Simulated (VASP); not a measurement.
## RuAu: single point with PBE

Crystal: RuAu.

```xyz
2
Lattice="3.1689 0.0000 0.0000 0.0000 3.1689 0.0000 0.0000 0.0000 3.1689" Properties=species:S:1:pos:R:3 pbc="T T T"
Ru    0.0000    0.0000    0.0000
Au    1.5844    1.5844    1.5844
```

| Quantity | Value |
| --- | --- |
| Program | VASP 6.6.1 |
| Task | single point |
| Functional | PBE |
| Potentials or basis | VASP PAW PBE potentials, release 64 (Ru_pv, Au) |
| Cutoff | 520 eV |
| k mesh | 6 × 6 × 6 |
| Occupations | gaussian, width 0.1 eV |
| Spin | collinear spin, ferromagnetic start |
| Starting moments | [1.0, 0.0] μB |
| Dipole correction | no |
| Further INCAR settings | ALGO = Normal; EDIFF = 1e-06; NBANDS = 24 |

```
Pressure                                              : -0.5 GPa
Net moment                                            : 0.00 μB per cell
Valence electrons inside the program's atomic spheres : Ru 12.42; Au 9.76
```

Levels at points of the mesh, in eV from the Fermi level:
Spin up:
```csv
k point,band 9,band 10,band 11,band 12,band 13,band 14,band 15,band 16
"(0.00, 0.00, 0.00)",-4.24,-1.07,-1.07,0.61,0.61,0.61,7.65,7.65
"(0.50, 0.00, 0.00)",-3.58,-2.75,-1.70,-1.59,-1.59,-0.40,1.48,11.45
"(0.50, 0.50, 0.00)",-2.25,-0.70,0.28,0.28,0.54,0.86,0.86,5.64
"(0.50, 0.50, 0.50)",-3.42,-2.69,-2.69,0.61,0.61,3.41,8.63,8.89
```
Spin down:
| k point | band 10 | band 11 | band 12 | band 13 | band 14 | band 15 |
| --- | --- | --- | --- | --- | --- | --- |
| (0.00, 0.00, 0.00) | -1.07 | -1.07 | 0.61 | 0.61 | 0.61 | 7.65 |
| (0.50, 0.00, 0.00) | -2.75 | -1.70 | -1.59 | -1.59 | -0.40 | 1.48 |
| (0.50, 0.50, 0.00) | -0.70 | 0.28 | 0.28 | 0.54 | 0.86 | 0.86 |
| (0.50, 0.50, 0.50) | -2.69 | -2.69 | 0.61 | 0.61 | 3.41 | 8.63 |

Run time: 26 s on 1 thread of AMD EPYC 9R14 (Zen 4), with other jobs on the host, peak memory 0.13 GiB.

Caveat: spin-orbit coupling is left out, which moves the levels of the heavy elements.
